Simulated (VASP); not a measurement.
A run of VASP 6.6.1 is set up as follows.

INCAR

```
ALGO = Normal
EDIFF = 1E-8
ENCUT = 520
GGA = PE
IBRION = 8
ISIF = 2
ISMEAR = 0
LASPH = True
LCHARG = False
LEPSILON = True
LREAL = False
LWAVE = False
NELM = 80
NSW = 1
PREC = Accurate
SIGMA = 0.01
```

The input KPOINTS:

```
k-points
0
Gamma
  10 10 10
```

The input POSCAR:

```
MgO
1.0
    0.0000000000      2.1269997919      2.1269997919
    2.1269997919      0.0000000000      2.1269997919
    2.1269997919      2.1269997919      0.0000000000
Mg O
1 1
Direct
    0.0000000000      0.0000000000      0.0000000000
    0.5000000000      0.5000000000      0.5000000000
```

Potentials or basis: VASP PAW PBE potentials, release 64 (Mg, O).

Command:

```bash
$ cat potpaw_PBE.64/Mg/POTCAR potpaw_PBE.64/O/POTCAR > POTCAR
$ mpirun -np 1 vasp_std > vasp.out
```

**Question.** Estimate the electronic dielectric tensor (diagonal).

**Answer.** 3.17.

**Question.** Predict the Born charges (mean of the diagonal).

**Answer.** Mg +1.98; O -1.98 e.

**Question.** Predict the highest phonon frequency at Γ, LO-TO splitting left out.

**Answer.** 368 cm⁻¹.

Born effective charge tensors (e):
atom 1, Mg
```
1.98 0.00 0.00
0.00 1.98 0.00
0.00 0.00 1.98
```
atom 2, O
```
-1.98  0.00  0.00
 0.00 -1.98  0.00
 0.00  0.00 -1.98
```
